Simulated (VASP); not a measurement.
A run of VASP 6.6.1 is set up as follows.

The input INCAR:

```
PREC     = Accurate       # precision mode
ENCUT    = 520            # plane-wave cutoff, eV
EDIFF    = 1E-6           # SCF threshold, eV
ISMEAR   = -1             # smearing method
SIGMA    = 0.1            # smearing width, eV
LREAL    = F              # projectors in reciprocal space
LASPH    = T              # aspherical terms in the spheres
NELM     = 60             # most SCF steps
ALGO     = Normal         # electronic algorithm
ISIF     = 2              # what is computed and relaxed
LWAVE    = F              # write WAVECAR
LCHARG   = F              # write CHGCAR
NBANDS   = 21             # bands
```

Contents of KPOINTS:

```
Automatic mesh
0
Gamma
  16 16 8
```

The input POSCAR:

```
Mo
1.0
   -1.9369592534      1.9368029919      1.3375163957
    1.9368029919     -1.9369592534      1.3375163957
    3.1914023115      3.1914023115     -1.3378025889
Mo
2
Direct
    0.9999662344      0.0000337656      0.0000000000
    0.7500337656      0.2499662344      0.5000000000
```

Potentials or basis: VASP PAW LDA potentials, release 64 (Mo_sv).

Launch:

```console
$ cat potpaw_LDA.64/Mo_sv/POTCAR > POTCAR
$ mpirun -np 1 vasp_std > vasp.out
```

Problem. Predict the pressure.

Solution. -17.2 GPa.

Problem. Predict the band gap on the k mesh.

Solution. Zero (bands 14 and 15 overlap by 1.68 eV).

Forces in eV/Å, atoms in the order of the input:
```
Mo  -0.002  0.002  0.000
Mo   0.002 -0.002  0.000
```

Caveat: the cell stands under tension.
